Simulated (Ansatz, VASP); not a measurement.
# One calculation of Na, two programs

```
Na
1.0
    -2.09856    2.09856    2.09856
     2.09856   -2.09856    2.09856
     2.09856    2.09856   -2.09856
Na
1
Direct
  0.00000 0.00000 0.00000
```

Alike in both runs: task single point; functional PBE; k mesh 7 × 7 × 7; occupations fermi-dirac, width 0.1 eV; no spin polarisation.

|  | VASP | Ansatz |
| --- | --- | --- |
| version | VASP 6.6.1 | Ansatz 0.2.0 |
| potentials or method | VASP PAW PBE potentials, release 64 (Na_pv), cutoff 520 eV | plane waves (420 eV) with PAW, scalar-relativistic |
| valence electrons in the cell | 7 | 9 |

|  | VASP | Ansatz | Ansatz less VASP |
| --- | --- | --- | --- |
| pressure (GPa) | 0.0 | 0.0 | 0.00 |

VASP's potentials hold 7 valence electrons a cell and Ansatz's 9, so a difference there can come from the potentials and not from the codes.
